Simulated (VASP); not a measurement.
# TiC (I4/mmm) in VASP: a series of runs, part 2 of 2

VASP 6.6.1. Earlier steps stand in the parts before.

**3. Single point, PBEsol (strain -0.015 along x and y, +0.000 along z)**

The input, INCAR:

```
ALGO = Normal
EDIFF = 1E-7
ENCUT = 520
GGA = PS
ISIF = 2
ISMEAR = 0
LASPH = T
LCHARG = F
LREAL = F
LWAVE = F
NBANDS = 15
NELM = 100
PREC = Accurate
SIGMA = 0.15
```

The input, KPOINTS:

```
k-points
0
Gamma
  18 18 18
```

The input, POSCAR:

```
TiC
1.0
    0.0000000000      2.1315400000      2.1640000000
    2.1315400000      0.0000000000      2.1640000000
    2.1315400000      2.1315400000      0.0000000000
Ti C
1 1
Direct
    0.0000000000      0.0000000000      0.0000000000
    0.5000000000      0.5000000000      0.5000000000
```

Potentials or basis: VASP PAW PBE potentials, release 64 (Ti_sv, C).

On the command line:

```bash
$ cat potpaw_PBE.64/Ti_sv/POTCAR potpaw_PBE.64/C/POTCAR > POTCAR
$ mpirun -np 1 vasp_std > vasp.out
```

OUTCAR:

```text
EDIFF = 1E-7
   ENCUT = 520
   GGA = PS
   ISIF = 2
   ISMEAR = 0
   LASPH = T
   LREAL = F
   NELM = 100
   PREC = Accurate

 ion  position               nearest neighbor table
   1  0.000  0.000  0.000-   2 2.13   2 2.13   2 2.13   2 2.13   2 2.16   2 2.16
   2  0.500  0.500  0.500-   1 2.13   1 2.13   1 2.13   1 2.13   1 2.16   1 2.16

  LATTYP: Found a body centered tetragonal cell.
 ALAT       =     3.0144527767
 C/A-ratio  =     1.4357498095

  Lattice vectors:

 A1 = (  -2.1315400000,   0.0000000000,   2.1640000000)
 A2 = (   2.1315400000,   0.0000000000,   2.1640000000)
 A3 = (   0.0000000000,   2.1315400000,  -2.1640000000)

Analysis of symmetry for initial positions (statically):
=====================================================================
 Subroutine PRICEL returns:
 Original cell was already a primitive cell.

 Routine SETGRP: Setting up the symmetry group for a
 body centered tetragonal supercell.

 Subroutine GETGRP returns: Found 16 space group operations
 (whereof 16 operations were pure point group operations)
 out of a pool of 16 trial point group operations.

The static configuration has the point symmetry D_4h.

Analysis of symmetry for dynamics (positions and initial velocities):
=====================================================================
 Subroutine PRICEL returns:
 Original cell was already a primitive cell.

 Routine SETGRP: Setting up the symmetry group for a
 body centered tetragonal supercell.

 Subroutine GETGRP returns: Found 16 space group operations
 (whereof 16 operations were pure point group operations)
 out of a pool of 16 trial point group operations.

The dynamic configuration has the point symmetry D_4h.

 Subroutine INISYM returns: Found 16 space group operations
 (whereof 16 operations are pure point group operations),
 and found     1 'primitive' translations

----------------------------------------------------------------------------------------

                                     Primitive cell

  volume of cell :      19.6641

  direct lattice vectors                    reciprocal lattice vectors
[... 118 lines left out ...]
 non-spin polarized calculation
 Gauss-broadening in eV      SIGMA  =   0.15
  energy-cutoff  :      520.00
  volume of cell :       19.66
 maximum number of plane-waves:       544
   NGX = 11   NGY = 11   NGZ = 11

 number of electron      16.0000003 magnetization

 Free energy of the ion-electron system (eV)
  ---------------------------------------------------
  ext. energy  EPLUGINS =         0.00000000
  ---------------------------------------------------
  free energy    TOTEN  =       -19.79880056 eV

  energy without entropy =      -19.79534733  energy(sigma->0) =      -19.79707394

 E-fermi :   9.6896     XC(G=0): -13.0297

 val. band max:        9.6880176816   @ k =   0.3889   0.3333   0.0000
 cond. band min:       9.6899461491   @ k =   0.1111   0.0000   0.1111
 fundamental gap:      0.0019284676
 Fermi energy:         9.6895633895

 k-point     1 :       0.0000    0.0000    0.0000
  band No.  band energies     occupation
      1     -46.5458      2.00000
      2     -22.6675      2.00000
      3     -22.6478      2.00000
      4     -22.6478      2.00000
      5      -2.8303      2.00000
      6      10.2849      0.00000
      7      10.4033      0.00000
      8      10.4033      0.00000
      9      11.3926      0.00000
     10      11.4199      0.00000
     11      11.4567      0.00000
     12      11.4567      0.00000
     13      11.5435      0.00000
     14      20.6584      0.00000
[... 401 lines left out ...]
      2     -22.9324      2.00000
      3     -22.7109      2.00000
      4     -22.6627      2.00000
      5      -1.4901      2.00000
      6       6.9682      2.00000
      7       7.8730      2.00000
      8       8.0600      2.00000
      9      11.2647      0.00000
     10      11.6778      0.00000
     11      12.7322      0.00000
     12      14.9883      0.00000
     13      16.2533      0.00000
     14      21.3323      0.00000
     15      24.1820      0.00000

 [... further k-points ...]

------------------------ aborting loop because EDIFF is reached ----------------------------------------

  FORCE on cell =-STRESS in cart. coord.  units (eV):
  Direction    XX          YY          ZZ          XY          YZ          ZX
  --------------------------------------------------------------------------------------
  -------------------------------------------------------------------------------------
  Total        0.5152720      0.5152720     -0.2913743      0.0000000     -0.0000000     -0.0000000
  in kB       41.9829441     41.9829441    -23.7403775      0.0000000     -0.0000000     -0.0000000
  external PRESSURE =      20.0751702 kB  Pullay stress =       0.0000000 kB

 VOLUME and BASIS-vectors are now :
 -----------------------------------------------------------------------------
  energy-cutoff  :      520.00
  volume of cell :       19.66
      direct lattice vectors                 reciprocal lattice vectors
     0.000000000  2.131540000  2.164000000    -0.234572187  0.234572187  0.231053604
     2.131540000  0.000000000  2.164000000     0.234572187 -0.234572187  0.231053604
     2.131540000  2.131540000  0.000000000     0.234572187  0.234572187 -0.231053604

 POSITION                                       TOTAL-FORCE (eV/Angst)
 -----------------------------------------------------------------------------------
      0.00000      0.00000      0.00000         0.000000     -0.000000      0.000000
      2.13154      2.13154      2.16400        -0.000000      0.000000     -0.000000
 -----------------------------------------------------------------------------------
    total drift:                                0.000000     -0.000000     -0.000000

  FREE ENERGIE OF THE ION-ELECTRON SYSTEM (eV)
  ---------------------------------------------------
  free  energy   TOTEN  =       -19.7988005595 eV

  energy  without entropy=      -19.7953473255  energy(sigma->0) =      -19.79707394
```

OSZICAR:

```text
N       E                     dE             d eps       ncg     rms          rms(c)
DAV:   1     0.116071218748E+03    0.11607E+03   -0.80235E+03 14462   0.129E+03
DAV:   2    -0.177847027671E+02   -0.13386E+03   -0.12545E+03 15443   0.334E+02
DAV:   3    -0.249141240677E+02   -0.71294E+01   -0.70167E+01 18624   0.763E+01
DAV:   4    -0.251331598657E+02   -0.21904E+00   -0.21885E+00 18073   0.123E+01
DAV:   5    -0.251387889700E+02   -0.56291E-02   -0.56276E-02 18681   0.173E+00    0.191E+01
DAV:   6    -0.203136042723E+02    0.48252E+01   -0.10943E+01 20523   0.562E+01    0.653E+00
DAV:   7    -0.198329487511E+02    0.48066E+00   -0.18135E+00 16909   0.191E+01    0.524E+00
DAV:   8    -0.197999047961E+02    0.33044E-01   -0.11910E-01 16677   0.434E+00    0.258E+00
DAV:   9    -0.198030330484E+02   -0.31283E-02   -0.66900E-02 19145   0.285E+00    0.928E-01
DAV:  10    -0.198000723774E+02    0.29607E-02   -0.89921E-03 18631   0.140E+00    0.570E-01
DAV:  11    -0.197988298669E+02    0.12425E-02   -0.27156E-03 16774   0.749E-01    0.596E-02
DAV:  12    -0.197988018558E+02    0.28011E-04   -0.23850E-04 16234   0.189E-01    0.253E-02
DAV:  13    -0.197988008405E+02    0.10153E-05   -0.94467E-06 18453   0.291E-02    0.360E-03
DAV:  14    -0.197988006457E+02    0.19476E-06   -0.53785E-07 17429   0.116E-02    0.404E-03
DAV:  15    -0.197988005595E+02    0.86230E-07   -0.16843E-07 16256   0.396E-03
   1 F= -.19798801E+02 E0= -.19797074E+02  d E =-.345323E-02
```

It took 2.3 min on 1 thread of Intel Xeon Platinum 8259CL at 2.50GHz (Skylake/Cascade Lake), shared host; peak memory 0.26 GiB.

Results:

```yaml
Free_energy: -19.7988 eV
Pressure: 2.0 GPa
Band_gap_on_the_k_mesh: zero (bands 8 and 9 overlap by 1.17 eV)
```

Levels at points of the mesh, in eV from the Fermi level:
| k point | band 4 | band 5 | band 6 | band 7 | band 8 | band 9 | band 10 | band 11 | band 12 | band 13 |
| --- | --- | --- | --- | --- | --- | --- | --- | --- | --- | --- |
| (0.00, 0.00, 0.00) | -32.34 | -12.52 | 0.60 | 0.71 | 0.71 | 1.70 | 1.73 | 1.77 | 1.77 | 1.85 |
| (0.50, 0.00, 0.00) | -32.39 | -8.83 | -6.03 | -3.02 | -2.99 | 3.02 | 3.08 | 4.30 | 8.34 | 8.42 |
| (0.50, 0.50, 0.00) | -32.52 | -10.21 | -3.57 | -1.76 | 0.08 | 0.08 | 2.85 | 3.68 | 3.68 | 6.08 |
| (0.50, 0.00, 0.50) | -32.54 | -10.18 | -3.41 | -1.78 | -0.04 | -0.02 | 2.86 | 3.64 | 3.74 | 6.23 |

Caveat: the cell differs from its parent crystal (strain -0.015 along x and y, +0.000 along z); the stress differs along the axes, from -2 to 4 GPa; the PAW data sets were made with another functional, which shifts forces and pressure a little.

**4. Single point, PBEsol (strain -0.015 along x and y, +0.015 along z)**

The input, INCAR:

```
PREC = Accurate
ENCUT = 520
EDIFF = 1E-6
ISMEAR = 0
SIGMA = 0.15
LREAL = F
LASPH = T
NELM = 60
ALGO = Normal
ISIF = 2
LWAVE = F
LCHARG = F
GGA = PS
NBANDS = 15
```

The input, KPOINTS:

```
Automatic mesh
0
Gamma
  18 18 18
```

The input, POSCAR:

```
TiC
1.0
    0.0000000000      2.1315400000      2.1964600000
    2.1315400000      0.0000000000      2.1964600000
    2.1315400000      2.1315400000      0.0000000000
Ti C
1 1
Direct
    0.0000000000      0.0000000000      0.0000000000
    0.5000000000      0.5000000000      0.5000000000
```

Potentials or basis: VASP PAW PBE potentials, release 64 (Ti_sv, C).

On the command line:

```bash
$ cat potpaw_PBE.64/Ti_sv/POTCAR potpaw_PBE.64/C/POTCAR > POTCAR
$ mpirun -np 1 vasp_std > vasp.out
```

OUTCAR:

```text
PREC = Accurate
   ENCUT = 520
   EDIFF = 1E-6
   ISMEAR = 0
   LREAL = F
   LASPH = T
   NELM = 60
   ISIF = 2
   GGA = PS

 ion  position               nearest neighbor table
   1  0.000  0.000  0.000-   2 2.13   2 2.13   2 2.13   2 2.13   2 2.20   2 2.20
   2  0.500  0.500  0.500-   1 2.13   1 2.13   1 2.13   1 2.13   1 2.20   1 2.20

  LATTYP: Found a body centered tetragonal cell.
 ALAT       =     3.0144527767
 C/A-ratio  =     1.4572860567

  Lattice vectors:

[... 618 lines left out ...]

------------------------ aborting loop because EDIFF is reached ----------------------------------------

  FORCE on cell =-STRESS in cart. coord.  units (eV):
  Direction    XX          YY          ZZ          XY          YZ          ZX
  --------------------------------------------------------------------------------------
  -------------------------------------------------------------------------------------
  Total        0.2965550      0.2965550     -1.1896669      0.0000000      0.0000000     -0.0000000
  in kB       23.8054069     23.8054069    -95.4983090      0.0000000      0.0000000     -0.0000000
  external PRESSURE =     -15.9624984 kB  Pullay stress =       0.0000000 kB

 VOLUME and BASIS-vectors are now :
 -----------------------------------------------------------------------------
  energy-cutoff  :      520.00
  volume of cell :       19.96
      direct lattice vectors                 reciprocal lattice vectors
     0.000000000  2.131540000  2.196460000    -0.234572187  0.234572187  0.227639019
     2.131540000  0.000000000  2.196460000     0.234572187 -0.234572187  0.227639019
     2.131540000  2.131540000  0.000000000     0.234572187  0.234572187 -0.227639019

 POSITION                                       TOTAL-FORCE (eV/Angst)
 -----------------------------------------------------------------------------------
      0.00000      0.00000      0.00000        -0.000000      0.000000     -0.000000
      2.13154      2.13154      2.19646         0.000000     -0.000000      0.000000
 -----------------------------------------------------------------------------------
    total drift:                                0.000000     -0.000000     -0.000000

  FREE ENERGIE OF THE ION-ELECTRON SYSTEM (eV)
  ---------------------------------------------------
  free  energy   TOTEN  =       -19.7877974863 eV

  energy  without entropy=      -19.7843270010  energy(sigma->0) =      -19.78606224
```

It took 2.2 min on 1 thread of Intel Xeon Platinum 8259CL at 2.50GHz (Skylake/Cascade Lake), shared host; peak memory 0.26 GiB.

What came out:

```
Free energy            : -19.7878 eV
Pressure               : -1.6 GPa
Band gap on the k mesh : zero (bands 8 and 9 overlap by 1.25 eV)
```

Stress tensor (GPa, compression positive):
```
 2.38  0.00  0.00
 0.00  2.38  0.00
 0.00  0.00 -9.55
```

Caveat: the cell differs from its parent crystal (strain -0.015 along x and y, +0.015 along z); the stress differs along the axes, from -10 to 2 GPa; the PAW data sets were made with another functional, which shifts forces and pressure a little.

**5. Single point, PBEsol (strain +0.015 along x and y, -0.015 along z)**

The input, INCAR:

```
PREC = Accurate ; ENCUT = 520
EDIFF = 1E-6 ; ISMEAR = 0
SIGMA = 0.15 ; LREAL = F
LASPH = T ; NELM = 60
ALGO = Normal ; ISIF = 2
LWAVE = F ; LCHARG = F
GGA = PS ; NBANDS = 15
```

The input, KPOINTS:

```
regular mesh
0
Gamma
  18 18 18
```

The input, POSCAR:

```
TiC
1.0
    0.0000000000      2.1964600000      2.1315400000
    2.1964600000      0.0000000000      2.1315400000
    2.1964600000      2.1964600000      0.0000000000
Ti C
1 1
Direct
    0.0000000000      0.0000000000      0.0000000000
    0.5000000000      0.5000000000      0.5000000000
```

On the command line:

```bash
$ cat potpaw_PBE.64/Ti_sv/POTCAR potpaw_PBE.64/C/POTCAR > POTCAR
$ mpirun -np 1 vasp_std > vasp.out
```

It took 2.1 min on 1 thread of Intel Xeon Platinum 8259CL at 2.50GHz (Skylake/Cascade Lake), shared host; peak memory 0.26 GiB.

It converged, with:

```yaml
Free_energy: -19.7669 eV
Pressure: -8.9 GPa
Band_gap_on_the_k_mesh: zero (bands 8 and 9 overlap by 1.41 eV)
```

Stress tensor (GPa, compression positive):
```
-12.76   0.00   0.00
  0.00 -12.76   0.00
  0.00   0.00  -1.29
```

Levels at points of the mesh, in eV from the Fermi level:
| k point | band 4 | band 5 | band 6 | band 7 | band 8 | band 9 | band 10 | band 11 | band 12 | band 13 |
| --- | --- | --- | --- | --- | --- | --- | --- | --- | --- | --- |
| (0.00, 0.00, 0.00) | -32.47 | -12.31 | 0.59 | 0.59 | 0.81 | 1.59 | 1.65 | 1.65 | 1.76 | 1.79 |
| (0.50, 0.00, 0.00) | -32.52 | -8.84 | -5.82 | -2.89 | -2.84 | 2.80 | 2.94 | 4.05 | 7.88 | 8.07 |
| (0.50, 0.50, 0.00) | -32.69 | -9.98 | -3.21 | -1.67 | -0.18 | -0.18 | 2.70 | 3.48 | 3.48 | 5.94 |
| (0.50, 0.00, 0.50) | -32.64 | -10.04 | -3.54 | -1.61 | 0.04 | 0.06 | 2.68 | 3.37 | 3.54 | 5.66 |

Caveat: the cell differs from its parent crystal (strain +0.015 along x and y, -0.015 along z); the stress differs along the axes, from -13 to -1 GPa; the PAW data sets were made with another functional, which shifts forces and pressure a little.

**6. Overview**

```tsv
cell	gap on the mesh (eV)	pressure (GPa)
a = 3.015, b = 3.015, c = 3.060 Å, angles 59.5, 59.5, 61.0°, 2 atoms	none	2.3
a = 3.037, b = 3.037, c = 3.014 Å, angles 60.3, 60.3, 59.5°, 2 atoms	none	2.0
a = 3.061, b = 3.061, c = 3.014 Å, angles 60.5, 60.5, 59.0°, 2 atoms	none	-1.6
a = 3.061, b = 3.061, c = 3.106 Å, angles 59.5, 59.5, 61.0°, 2 atoms	none	-8.9
```

Alike in all rows: task single point; level PBEsol; potentials or basis VASP PAW PBE potentials, release 64 (Ti_sv, C); no spin polarisation; k mesh 18 × 18 × 18; cutoff (eV) 520; smearing gaussian 0.15 eV.

Caveats: the PAW data sets were made with another functional, which shifts forces and pressure a little; the stress differs along the axes, from -2 to 12 GPa (at least some runs); the stress differs along the axes, from -2 to 4 GPa (at least some runs); the stress differs along the axes, from -10 to 2 GPa (at least some runs); the stress differs along the axes, from -13 to -1 GPa (at least some runs).

Absolute energies hang on the potentials; compare differences alone.
